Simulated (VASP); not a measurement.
Runs of VASP 6.6.1 on Dy2BiP3. The structure is that of space group P6/mmm (No. 191), or close to it. The cells are those of the table. The cell was built from a structure type or drawn by symmetry, and may not be a known phase.

| task | cell | k mesh | gap on the mesh (eV) | pressure (GPa) |
| --- | --- | --- | --- | --- |
| single point | a = 5.143, b = 5.143, c = 10.955 Å, angles 90.0, 90.0, 120.0°, 6 atoms | 6 × 6 × 2 | none | 93.5 |
| single point | a = 9.261, b = 9.261, c = 2.857 Å, angles 90.0, 90.0, 120.0°, 6 atoms | 6 × 6 × 14 | none | 0.2 |
| single point | a = 9.269, b = 9.269, c = 2.868 Å, angles 90.0, 90.0, 120.0°, 6 atoms | 3 × 3 × 6 | none | (a) |
| relaxation of cell and atoms | relaxed from a = 9.552, b = 9.552, c = 2.815 Å, angles 90.0, 90.0, 120.0°, 6 atoms | 3 × 3 × 6 | none | 0.1 |
| single point | a = 9.552, b = 9.552, c = 2.815 Å, angles 90.0, 90.0, 120.0°, 6 atoms | 6 × 6 × 2 | none | 0.2 |

Alike in all rows: level PBE; potentials or basis VASP PAW PBE potentials, release 64 (Dy_3, Bi_d, P), 4f in core; no spin polarisation; cutoff (eV) 500; smearing gaussian 0.1 eV.

Task: Fill in the values left out.

Result: (a) 0.0.

Caveats: some runs use coarse meshes; spin-orbit coupling is left out, which moves the levels of the heavy elements; the 4f electrons are frozen in the core, so they carry no moment and show no levels; atoms lie so close that the PAW spheres overlap strongly, which falsifies energies and pressures (at least some runs); the cell stands under pressure (at least some runs).

A k mesh can miss the band edges, and the runs leave out spin-orbit coupling on Bi, Dy.

A gap of «none» marks levels without a gap at the run's occupations.
